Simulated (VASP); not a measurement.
# Ta (Im-3m) in VASP: further runs, part 2 of 2

VASP 6.6.1. The steps go on from the part before.

### 4 Single point, PBEsol

The input, INCAR:

```
SYSTEM = Ta
PREC = Accurate ; ENCUT = 500
EDIFF = 1E-6 ; ISMEAR = -1
SIGMA = 0.1 ; LREAL = .False.
LASPH = .True. ; NELM = 120
ALGO = Normal ; ISIF = 2
LWAVE = .False. ; LCHARG = .True.
GGA = PS ; LELF = .True.
LVHAR = .True. ; NBANDS = 12
GGA_COMPAT = .False.
```

The input, KPOINTS:

```
Automatic mesh
0
Gamma
  12 12 12
  0 0 0
```

The input, POSCAR:

```
Ta
1.0
   -1.5410074928      1.5410074928      1.5410074928
    1.5410074928     -1.5410074928      1.5410074928
    1.5410074928      1.5410074928     -1.5410074928
Ta
1
Direct
    0.0000000000      0.0000000000      0.0000000000
```

Potentials or basis: VASP PAW PBE potentials, release 64 (Ta_pv).

On the command line:

```bash
> cat potpaw_PBE.64/Ta_pv/POTCAR > POTCAR
> mpirun -np 1 vasp_std > vasp.out
```

OUTCAR:

```text
SYSTEM = Ta
   PREC = Accurate
   ENCUT = 500
   EDIFF = 1E-6
   ISMEAR = -1
   LREAL = .False.
   LASPH = .True.
   NELM = 120
   ISIF = 2
   GGA = PS

 ion  position               nearest neighbor table
   1  0.000  0.000  0.000-

  LATTYP: Found a body centered cubic cell.
 ALAT       =     3.0820149856

  Lattice vectors:

 A1 = (  -1.5410074928,   1.5410074928,   1.5410074928)
 A2 = (   1.5410074928,  -1.5410074928,   1.5410074928)
 A3 = (   1.5410074928,   1.5410074928,  -1.5410074928)

Analysis of symmetry for initial positions (statically):
=====================================================================
 Subroutine PRICEL returns:
 Original cell was already a primitive cell.

 Routine SETGRP: Setting up the symmetry group for a
 body centered cubic supercell.

 Subroutine GETGRP returns: Found 48 space group operations
 (whereof 48 operations were pure point group operations)
 out of a pool of 48 trial point group operations.

The static configuration has the point symmetry O_h .

Analysis of symmetry for dynamics (positions and initial velocities):
=====================================================================
 Subroutine PRICEL returns:
 Original cell was already a primitive cell.

 Routine SETGRP: Setting up the symmetry group for a
 body centered cubic supercell.

 Subroutine GETGRP returns: Found 48 space group operations
 (whereof 48 operations were pure point group operations)
 out of a pool of 48 trial point group operations.

The dynamic configuration has the point symmetry O_h .

 Subroutine INISYM returns: Found 48 space group operations
 (whereof 48 operations are pure point group operations),
 and found     1 'primitive' translations

----------------------------------------------------------------------------------------

                                     Primitive cell

  volume of cell :      14.6377

  direct lattice vectors                    reciprocal lattice vectors
    -1.541007493  1.541007493  1.541007493     0.000000000  0.324463056  0.324463056
     1.541007493 -1.541007493  1.541007493     0.324463056  0.000000000  0.324463056
     1.541007493  1.541007493 -1.541007493     0.324463056  0.324463056  0.000000000

  length of vectors
     2.669103272  2.669103272  2.669103272     0.458860054  0.458860054  0.458860054

  position of ions in fractional coordinates (direct lattice)
     0.000000000  0.000000000  0.000000000

  ion indices of the primitive-cell ions
   primitive index   ion index
                 1           1

----------------------------------------------------------------------------------------

 KPOINTS: Automatic mesh

Automatic generation of k-mesh.
 Grid dimensions read from file:
 generate k-points for:   12   12   12

 Generating k-lattice:

  Cartesian coordinates                     Fractional coordinates (reciprocal lattice)
     0.000000000  0.027038588  0.027038588     0.083333333  0.000000000  0.000000000
     0.027038588  0.000000000  0.027038588     0.000000000  0.083333333  0.000000000
     0.027038588  0.027038588  0.000000000     0.000000000  0.000000000  0.083333333

  Length of vectors
     0.038238338  0.038238338  0.038238338

  Shift w.r.t. Gamma in fractional coordinates (k-lattice)
     0.000000000  0.000000000  0.000000000

 Subroutine IBZKPT returns following result:
 ===========================================

 Found     72 irreducible k-points:

 Following reciprocal coordinates:
            Coordinates               Weight
  0.000000  0.000000  0.000000      1.000000
  0.083333  0.000000  0.000000     12.000000
  0.166667  0.000000  0.000000     12.000000
  0.250000  0.000000  0.000000     12.000000
  0.333333  0.000000  0.000000     12.000000
  0.416667  0.000000  0.000000     12.000000
[... 16 lines left out ...]
  0.333333  0.083333  0.083333     24.000000
  0.416667  0.083333  0.083333     12.000000
 [... further k-points ...]
   k-points           NKPTS =     72   k-points in BZ     NKDIM =     72   number of bands    NBANDS=     12
   number of dos      NEDOS =    301   number of ions     NIONS =      1
   total plane-waves  NPLWV =   8000
   dimension x,y,z NGX =    20 NGY =   20 NGZ =   20
   dimension x,y,z NGXF=    40 NGYF=   40 NGZF=   40
   ions per type =               1
   NGX,Y,Z   is equivalent  to a cutoff of  12.46, 12.46, 12.46 a.u.
   NGXF,Y,Z  is equivalent  to a cutoff of  24.91, 24.91, 24.91 a.u.
 SYSTEM =  Ta
   PREC   = accura    normal or accurate (medium, high low for compatibility)
   ISTART =      0    job   : 0-new  1-cont  2-samecut
   ICHARG =      2    charge: 1-file 2-atom 10-const
   ISPIN  =      1    spin polarized calculation?
   LNONCOLLINEAR =      F non collinear calculations
   LSORBIT =      F    spin-orbit coupling
   LASPH  =      T    aspherical Exc in radial PAW
   ENCUT  =  500.0 eV  36.75 Ry    6.06 a.u.   4.87  4.87  4.87*2*pi/ulx,y,z
   NELM   =    120;   NELMIN=  2; NELMDL= -5     # of ELM steps
   EDIFF  = 0.1E-05   stopping-criterion for ELM
   LREAL  =      F    real-space projection
   EDIFFG = 0.1E-04   stopping-criterion for IOM
   NSW    =      0    number of steps for IOM
   IBRION =     -1    ionic relax: 0-MD 1-quasi-New 2-CG
   NFREE  =      0    steps in history (QN), initial steepest desc. (CG)
   ISIF   =      2    stress and relaxation
   ISYM   =      2    0-nonsym 1-usesym 2-fastsym
   POTIM  = 0.5000    time-step for ionic-motion
   TEBEG  =    0.0;   TEEND  =   0.0 temperature during run
   PSTRESS=    0.0 pullay stress
   NELECT =      11.0000    total number of electrons
   NUPDOWN=      -1.0000    fix difference up-down
   EMIN   =  10.00;   EMAX   =-10.00  energy-range for DOS
   EFERMI =   0.00;   METHOD = LEGACY
   ISMEAR =    -1;   SIGMA  =   0.10  broadening in eV -4-tet -1-fermi 0-gaus
   EFERMI_NEDOS =   21; number of points for ismear=-14 and -15
   IALGO  =     38    algorithm
   IMIX   =      4    mixing-type and parameters
     AMIX     =   0.40;   BMIX     =  1.00
     AMIX_MAG =   1.60;   BMIX_MAG =  1.00
  volume/ion in A,a.u.               =      14.64        98.78
  Fermi-wavevector in a.u.,A,eV,Ry     =   1.488382  2.812634 30.140714  2.215280
  Thomas-Fermi vector in A             =   2.601423
   LORBIT       =      0    0 simple, 1 ext, 2 COOP (PROOUT), +10 PAW based schemes
   GGA     = PS    functional components
   LHFCALC =     F    Hartree Fock is set to
   AEXX    =    0.0000 exact exchange contribution
   IVDW    =     0    specifies the selected vdW correction
   LEPSILON=     F    determine dielectric tensor
   LRPA    =     F    only Hartree local field effects (RPA)
 non-spin polarized calculation
  energy-cutoff  :      500.00
  volume of cell :       14.64
 maximum number of plane-waves:       384
   NGX =  9   NGY =  9   NGZ =  9

 number of electron      10.9999999 magnetization

 Free energy of the ion-electron system (eV)
  ---------------------------------------------------
  ext. energy  EPLUGINS =         0.00000000
  ---------------------------------------------------
  free energy    TOTEN  =       -12.12404331 eV

  energy without entropy =      -12.09791839  energy(sigma->0) =      -12.11098085

 E-fermi :   7.1316     XC(G=0): -13.8274

 val. band max:        7.0638751234   @ k =  -0.1667   0.2500   0.0833
 cond. band min:       7.1598660961   @ k =   0.0833   0.0833   0.0000
 fundamental gap:      0.0959909727
 Fermi energy:         7.1315727393

 k-point     1 :       0.0000    0.0000    0.0000
  band No.  band energies     occupation
      1     -25.0496      2.00000
      2     -25.0496      2.00000
      3     -25.0496      2.00000
      4      -1.5311      2.00000
      5       7.7798      0.00306
      6       7.7798      0.00306
      7       7.7798      0.00306
      8      11.8390      0.00000
      9      11.8390      0.00000
     10      23.1586      0.00000
     11      23.1586      0.00000
     12      23.1586      0.00000

 k-point     2 :       0.0833    0.0000    0.0000
  band No.  band energies     occupation
      1     -25.2235      2.00000
      2     -25.0997      2.00000
      3     -25.0515      2.00000
      4      -1.1251      2.00000
      5       7.5122      0.04350
      6       7.6958      0.00706
      7       8.1804      0.00006
      8      11.4081      0.00000
      9      11.8335      0.00000
     10      22.4774      0.00000
     11      23.5395      0.00000
     12      23.8377      0.00000
[... 316 lines left out ...]
 k-point    24 :       0.4167    0.0833    0.0833
  band No.  band energies     occupation
      1     -27.1701      2.00000
      2     -25.8773      2.00000
      3     -25.2365      2.00000
      4       2.5246      2.00000
      5       4.8176      2.00000
      6       9.0085      0.00000
      7      12.2354      0.00000
      8      13.2649      0.00000
      9      18.3591      0.00000
     10      20.8872      0.00000
     11      21.0826      0.00000
     12      22.5327      0.00000

 [... further k-points ...]
[... 5 lines left out ...]
  --------------------------------------------------------------------------------------
  -------------------------------------------------------------------------------------
  Total        5.0906769      5.0906769      5.0906769      0.0000000      0.0000000      0.0000000
  in kB      557.2009823    557.2009823    557.2009823      0.0000000      0.0000000      0.0000000
  external PRESSURE =     557.2009823 kB  Pullay stress =       0.0000000 kB

 VOLUME and BASIS-vectors are now :
 -----------------------------------------------------------------------------
  energy-cutoff  :      500.00
  volume of cell :       14.64
      direct lattice vectors                 reciprocal lattice vectors
    -1.541007493  1.541007493  1.541007493     0.000000000  0.324463056  0.324463056
     1.541007493 -1.541007493  1.541007493     0.324463056  0.000000000  0.324463056
     1.541007493  1.541007493 -1.541007493     0.324463056  0.324463056  0.000000000

 POSITION                                       TOTAL-FORCE (eV/Angst)
 -----------------------------------------------------------------------------------
      0.00000      0.00000      0.00000         0.000000     -0.000000     -0.000000
 -----------------------------------------------------------------------------------
    total drift:                                0.000000     -0.000000      0.000000

  FREE ENERGIE OF THE ION-ELECTRON SYSTEM (eV)
  ---------------------------------------------------
  free  energy   TOTEN  =       -12.1240433072 eV

  energy  without entropy=      -12.0979183918  energy(sigma->0) =      -12.11098085
```

OSZICAR:

```text
N       E                     dE             d eps       ncg     rms          rms(c)
DAV:   1     0.598191078986E+02    0.59819E+02   -0.61080E+03  1744   0.886E+02
DAV:   2    -0.115661709999E+02   -0.71385E+02   -0.69371E+02  1920   0.250E+02
DAV:   3    -0.124987663186E+02   -0.93260E+00   -0.92885E+00  2036   0.267E+01
DAV:   4    -0.125004521685E+02   -0.16858E-02   -0.16858E-02  1892   0.126E+00
DAV:   5    -0.125004559243E+02   -0.37559E-05   -0.37550E-05  1960   0.550E-02    0.200E+01
DAV:   6    -0.122270258856E+02    0.27343E+00   -0.18189E-01  1972   0.464E+00    0.105E+01
DAV:   7    -0.121256773860E+02    0.10135E+00   -0.18130E-01  1964   0.447E+00    0.437E-01
DAV:   8    -0.121240456427E+02    0.16317E-02   -0.39402E-03  1804   0.667E-01    0.635E-02
DAV:   9    -0.121240442221E+02    0.14206E-05   -0.24334E-05  2004   0.582E-02    0.252E-02
DAV:  10    -0.121240433072E+02    0.91490E-06   -0.15759E-06  1612   0.145E-02
   1 F= -.12124043E+02 E0= -.12110981E+02  d E =-.261249E-01
```

stdout:

```text
POSCAR found type information on POSCAR Ta
 POSCAR found :  1 types and       1 ions
 scaLAPACK will be used
 -----------------------------------------------------------------------------
|                                                                             |
|                                                                             |
|     You enforced a specific xc type in the INCAR file but a different       |
|     I HOPE YOU KNOW WHAT YOU ARE DOING!                                     |
|                                                                             |
 -----------------------------------------------------------------------------

 LDA part: xc-table for (Slater+PW92), standard interpolation
 POSCAR, INCAR and KPOINTS ok, starting setup
 FFT: planning ... GRIDC
 FFT: planning ... GRID_SOFT
 FFT: planning ... GRID
 WAVECAR not read
 entering main loop
```

It took 16 s on 1 thread of Intel Xeon 8259CL, shared host; peak memory 0.13 GiB.

What came out:

```
Free energy : -12.1240 eV
Pressure    : 55.7 GPa
```

Levels at points of the mesh, in eV from the Fermi level:
| k point | band 3 | band 4 | band 5 | band 6 | band 7 | band 8 |
| --- | --- | --- | --- | --- | --- | --- |
| (0.00, 0.00, 0.00) | -32.18 | -8.66 | 0.65 | 0.65 | 0.65 | 4.71 |
| (0.50, 0.00, 0.00) | -32.21 | -5.44 | -2.31 | 2.86 | 4.78 | 6.07 |
| (0.50, 0.50, 0.50) | -33.71 | -5.26 | -5.26 | 8.68 | 8.68 | 8.68 |

Caveat: the PAW data sets were made with another functional, which shifts forces and pressure a little; spin-orbit coupling is left out, which moves the levels of the heavy elements.

### 5 Summary

| level | potentials or basis | gap on the mesh (eV) | pressure (GPa) |
| --- | --- | --- | --- |
| LDA | VASP PAW LDA potentials, release 64 (Ta_pv) | none | 49.4 |
| PBE | VASP PAW PBE potentials, release 64 (Ta_pv) | none | 65.8 |
| PBEsol | VASP PAW PBE potentials, release 64 (Ta_pv) | none | 55.7 |

Alike in all rows: task single point; no spin polarisation; cell as given; k mesh 12 × 12 × 12; cutoff (eV) 500; smearing fermi-dirac 0.1 eV.

Caveats: spin-orbit coupling is left out, which moves the levels of the heavy elements; the PAW data sets were made with another functional, which shifts forces and pressure a little (some runs).

Absolute energies hang on the potentials; compare differences alone.
